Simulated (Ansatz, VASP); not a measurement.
**LiBr in VASP and in Ansatz**

INCAR

```
SYSTEM = LiBr
  PREC = Accurate
  ENCUT = 750
  EDIFF = 1E-7
  ISMEAR = -1
  SIGMA = 0.08
  LREAL = .FALSE.
  LASPH = .TRUE.
  NELM = 120
  ALGO = Normal
  ISIF = 3
  LWAVE = .FALSE.
  LCHARG = .FALSE.
  GGA = PE
  IBRION = 2
  NSW = 100
  EDIFFG = -0.005
  GGA_COMPAT = .FALSE.
  NELMIN = 4
```

The input KPOINTS:

```
regular mesh
0
G
  12 12 12
  0 0 0
```

Contents of POSCAR:

```
LiBr
1.0
    0.0000000000      2.4572554004      2.4572554004
    2.4572554004      0.0000000000      2.4572554004
    2.4572554004      2.4572554004      0.0000000000
Li Br
1 1
Direct
    0.0000000000      0.0000000000      0.0000000000
    0.5000000000      0.5000000000      0.5000000000
```

Input for Ansatz:

```yaml
crystal:
  lattice:
    - [0.0, 2.4572554004, 2.4572554004]
    - [2.4572554004, 0.0, 2.4572554004]
    - [2.4572554004, 2.4572554004, 0.0]
  atoms:
    - { symbol: Li, position: [0.0, 0.0, 0.0] }
    - { symbol: Br, position: [0.5, 0.5, 0.5] }
kpoints:
  mp_grid: { grid: [12, 12, 12] }
scf:
  occupations: { method: fermi_dirac, width: 0.08 }
hamiltonian:
  xc: pbe
  pseudopotentials: { kind: paw }
output:
  forces: true
  stress: true
relax:
  f_tol: 0.005
  max_steps: 80
  cell: {}
```

Alike in both runs: task relaxation of cell and atoms; functional PBE; k mesh 12 × 12 × 12; occupations fermi-dirac, width 0.08 eV; no spin polarisation.

|  | VASP | Ansatz |
| --- | --- | --- |
| version | VASP 6.6.1 | Ansatz 0.2.0 |
| potentials or method | VASP PAW PBE potentials, release 64 (Li_sv, Br) | PAW with Ansatz's default frozen-core files, scalar-relativistic |
| plane-wave cutoff (eV) | 750 | 420 |
| valence electrons in the cell | 10 | 10 |

Ansatz gave:

```
relaxed volume (Å³/atom)                                        : 20.91
relaxed length of the cell vector where the two differ most in proportion (Å) : 3.896
```

Problem. Which values does VASP return?

Solution. Relaxed volume (Å³/atom): 20.89; relaxed length of the cell vector where the two differ most in proportion (Å): 3.895.

Noted on VASP's run: the volume moved by over 15 % at a fixed basis, so the end points are rough.
